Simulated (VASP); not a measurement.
# Al4Cu2H in VASP: relaxation of the atoms with PBE

Aim: the relaxation of the atoms of Al4Cu2H with PBE.

Everything below comes from runs of VASP 6.6.1. Logs are shortened: lines on timing, memory, paths and dates and some standing lists are left out, and cuts for length are marked.

### Step 1. The cell of the first run

The cell holds a slab with vacuum, 7 atoms: a = 4.089 Å, b = 4.089 Å, c = 20.361 Å, α = 90.00°, β = 90.00°, γ = 60.00°.

### Step 2. Relaxation of the atoms, PBE

Input file INCAR:

```
SYSTEM = Al4Cu2H
  PREC = Accurate
  ENCUT = 520
  EDIFF = 1E-7
  ISMEAR = 0
  SIGMA = 0.1
  LREAL = .FALSE.
  LASPH = .TRUE.
  NELM = 100
  ALGO = Normal
  ISIF = 2
  LWAVE = .FALSE.
  LCHARG = .FALSE.
  LDIPOL = .TRUE.
  IDIPOL = 3
  DIPOL = 0.5 0.5 0.335
  GGA = PE
  IBRION = 2
  NSW = 36
  EDIFFG = -0.025
  KPAR = 2
```

Input file KPOINTS:

```
Automatic mesh
0
G
  9 9 1
  0 0 0
```

Input file POSCAR:

```
Al4Cu2H
1.0
    4.0889418899      0.0000000000      0.0000000000
    2.0442840433      3.5412354524      0.0000000000
    0.0000000000      0.0000000000     20.3610078836
Al Cu H
4 2 1
Selective dynamics
Direct
    0.6667174561      0.6667174561      0.1964539291  F F F
    0.3334044385      0.3334044385      0.2784404877  F F F
    0.0000542489      0.0000542489      0.3605162434  F F F
    0.6667259434      0.6667259434      0.4351949537  F F F
    0.0000609473      0.0000609473      0.2374472084  F F F
    0.3333908767      0.3333908767      0.4027831442  F F F
    0.7778370545      1.0000592768      0.4357537590  F F T
```

Potentials or basis: VASP PAW PBE potentials, release 64 (Al, Cu, H).

Run with:

```bash
cat potpaw_PBE.64/Al/POTCAR potpaw_PBE.64/Cu/POTCAR potpaw_PBE.64/H/POTCAR > POTCAR
mpirun -np 2 vasp_std > vasp.out
```

OUTCAR:

```text
SYSTEM = Al4Cu2H
   PREC = Accurate
   ENCUT = 520
   EDIFF = 1E-7
   ISMEAR = 0
   LREAL = .FALSE.
   LASPH = .TRUE.
   NELM = 100
   ISIF = 2
   GGA = PE
   IBRION = 2
   NSW = 36
   EDIFFG = -0.025

 ion  position               nearest neighbor table
   1  0.667  0.667  0.196-   5 2.50   5 2.50   5 2.50   2 2.89   2 2.89   2 2.89
   2  0.333  0.333  0.278-   5 2.50   5 2.50   5 2.50   6 2.53   1 2.89   1 2.89   1 2.89   3 2.89
                             3 2.89   3 2.89
   3  0.000  0.000  0.361-   7 1.78   5 2.51   6 2.51   6 2.51   6 2.51   4 2.81   4 2.81   4 2.81
                             2 2.89   2 2.89   2 2.89
   4  0.667  0.667  0.435-   7 1.64   6 2.45   6 2.45   6 2.45   3 2.81   3 2.81   3 2.81
   5  0.000  0.000  0.237-   1 2.50   2 2.50   1 2.50   2 2.50   1 2.50   2 2.50   3 2.51
   6  0.333  0.333  0.403-   7 1.77   4 2.45   4 2.45   4 2.45   3 2.51   3 2.51   3 2.51   2 2.53

   7  0.778  0.000  0.436-   4 1.64   6 1.77   3 1.78

  LATTYP: Found a base centered orthorhombic cell.
 ALAT       =     4.0891287873
 B/A-ratio  =     1.7319452535
 C/A-ratio  =     4.9793021797

  Lattice vectors:

 A1 = (  -2.0442840433,  -3.5412354524,   0.0000000000)
 A2 = (   4.0889418899,   0.0000000000,   0.0000000000)
 A3 = (   0.0000000000,   0.0000000000,  20.3610078836)

Analysis of symmetry for initial positions (statically):
=====================================================================
 Subroutine PRICEL returns:
 Original cell was already a primitive cell.

 Routine SETGRP: Setting up the symmetry group for a
 base centered orthorhombic supercell.

 Subroutine GETGRP returns: Found  1 space group operations
 (whereof  1 operations were pure point group operations)
 out of a pool of  8 trial point group operations.

The static configuration has the point symmetry C_1 .

Analysis of symmetry for dynamics (positions and initial velocities):
=====================================================================
 Subroutine PRICEL returns:
 Original cell was already a primitive cell.

 Routine SETGRP: Setting up the symmetry group for a
 base centered orthorhombic supercell.
[... 145 lines left out ...]
   EFERMI_NEDOS =   21; number of points for ismear=-14 and -15
   IALGO  =     38    algorithm
   IMIX   =      4    mixing-type and parameters
     AMIX     =   0.40;   BMIX     =  1.00
     AMIX_MAG =   1.60;   BMIX_MAG =  1.00
  volume/ion in A,a.u.               =      42.12       284.23
  Fermi-wavevector in a.u.,A,eV,Ry     =   0.804592  1.520459  8.807986  0.647369
  Thomas-Fermi vector in A             =   1.912678
   LORBIT       =      0    0 simple, 1 ext, 2 COOP (PROOUT), +10 PAW based schemes
   GGA     = PE    functional components
   LHFCALC =     F    Hartree Fock is set to
   AEXX    =    0.0000 exact exchange contribution
   IVDW    =     0    specifies the selected vdW correction
   LEPSILON=     F    determine dielectric tensor
   LRPA    =     F    only Hartree local field effects (RPA)
 conjugate gradient relaxation of ions
 non-spin polarized calculation
 Gauss-broadening in eV      SIGMA  =   0.10
  energy-cutoff  :      520.00
  volume of cell :      294.83
 maximum number of plane-waves:      7989
   NGX = 15   NGY = 15   NGZ = 75

--------------------------------------- Ionic step        1  -------------------------------------------

 number of electron      34.9999971 magnetization

 Free energy of the ion-electron system (eV)
  ---------------------------------------------------
  ext. energy  EPLUGINS =         0.00000000
  ---------------------------------------------------
  free energy    TOTEN  =       -24.01338217 eV

  energy without entropy =      -24.00189376  energy(sigma->0) =      -24.00763796

------------------------ aborting loop because EDIFF is reached ----------------------------------------

 vacuum level on the upper side and lower side of the slab       (xc-potential included)        -0.099         0.004

  FORCE on cell =-STRESS in cart. coord.  units (eV):
  Direction    XX          YY          ZZ          XY          YZ          ZX
  --------------------------------------------------------------------------------------
  -------------------------------------------------------------------------------------
  Total        0.5429727      1.4963229      1.3468300      1.1294293      0.2409927     -1.3058110
  in kB        2.9506897      8.1315043      7.3191115      6.1376852      1.3096326     -7.0962009
  external PRESSURE =       6.1337685 kB  Pullay stress =       0.0000000 kB
[... 186 lines left out ...]
  FREE ENERGIE OF THE ION-ELECTRON SYSTEM (eV)
  ---------------------------------------------------
  free  energy   TOTEN  =       -24.1566274532 eV

  energy  without entropy=      -24.1471002344  energy(sigma->0) =      -24.15186384

 dipolmoment           0.000000      0.000000      0.000721 electrons x Angstroem

--------------------------------------- Ionic step        6  -------------------------------------------

 number of electron      34.9999971 magnetization

 dipolmoment           0.000000      0.000000     -0.005103 electrons x Angstroem

 Free energy of the ion-electron system (eV)
  ---------------------------------------------------
  ext. energy  EPLUGINS =         0.00000000
  ---------------------------------------------------
  free energy    TOTEN  =       -24.15872784 eV

  energy without entropy =      -24.15011142  energy(sigma->0) =      -24.15441963

 E-fermi :  -0.3897     XC(G=0):  -4.3665

 val. band max:       -0.4170537245   @ k =   0.0000  -0.3333   0.0000
 cond. band min:      -0.3837635239   @ k =  -0.1111   0.1111   0.0000
 fundamental gap:      0.0332902006
 Fermi energy:        -0.3896731619

 k-point     1 :       0.0000    0.0000    0.0000
  band No.  band energies     occupation
      1     -10.2931      2.00000
      2      -8.8084      2.00000
      3      -6.0505      2.00000
      4      -4.9442      2.00000
      5      -4.8294      2.00000
      6      -4.5580      2.00000
[... 565 lines left out ...]
     20       1.3228      0.00000
     21       2.1357      0.00000

 [... further k-points ...]

------------------------ aborting loop because EDIFF is reached ----------------------------------------

 vacuum level on the upper side and lower side of the slab       (xc-potential included)        -0.086        -0.015

  FORCE on cell =-STRESS in cart. coord.  units (eV):
  Direction    XX          YY          ZZ          XY          YZ          ZX
  --------------------------------------------------------------------------------------
  -------------------------------------------------------------------------------------
  Total       -0.4100779      0.4358524     -0.4906656     -0.0843744      0.8533636     -1.5351072
  in kB       -2.2284964      2.3685632     -2.6664360     -0.4585181      4.6374547     -8.3422708
  external PRESSURE =      -0.8421231 kB  Pullay stress =       0.0000000 kB
[... 22 lines left out ...]
  FREE ENERGIE OF THE ION-ELECTRON SYSTEM (eV)
  ---------------------------------------------------
  free  energy   TOTEN  =       -24.1587278406 eV

  energy  without entropy=      -24.1501114218  energy(sigma->0) =      -24.15441963

 reached required accuracy - stopping structural energy minimisation

 vacuum level on the upper side and lower side of the slab         3.648         3.698
```

Run time: 14 min. Hardware: 2 MPI ranks of Intel Xeon 6975P-C (Granite Rapids), shared host; peak memory 0.55 GiB.

What came out:

* Free energy: -24.1587 eV
* Energy gained by relaxing: 20.8 meV/atom
* Ionic steps: 6
* Band gap on the k mesh: zero (an odd number of electrons rules out a gap without spin polarisation)

The path:
```
step  energy change (eV)  largest force on free atoms (eV/Å)  pressure (GPa)
   1              0.0000                              0.6234            0.61
   2             -0.0176                              0.5519            0.56
   3             -0.0594                              0.3842            0.43
   4             -0.1099                              0.2197            0.20
   5             -0.1432                              0.0630           -0.16
   6             -0.1453                              0.0103           -0.08
```

Final structure:
```cif
data_structure
_symmetry_space_group_name_H-M 'P 1'
_symmetry_Int_Tables_number 1
_cell_length_a 4.0889
_cell_length_b 4.0889
_cell_length_c 20.3610
_cell_angle_alpha 90.000
_cell_angle_beta 90.000
_cell_angle_gamma 60.003
_cell_volume 294.83
loop_
_atom_site_label
_atom_site_type_symbol
_atom_site_fract_x
_atom_site_fract_y
_atom_site_fract_z
_atom_site_occupancy
Al1 Al 0.66672 0.66672 0.19645 1
Al2 Al 0.33340 0.33340 0.27844 1
Al3 Al 0.00005 0.00005 0.36052 1
Al4 Al 0.66673 0.66673 0.43519 1
Cu1 Cu 0.00006 0.00006 0.23745 1
Cu2 Cu 0.33339 0.33339 0.40278 1
H1 H 0.77784 0.00006 0.46430 1
```

The gap in the log of VASP goes by the Fermi energy; the results here count the filled bands.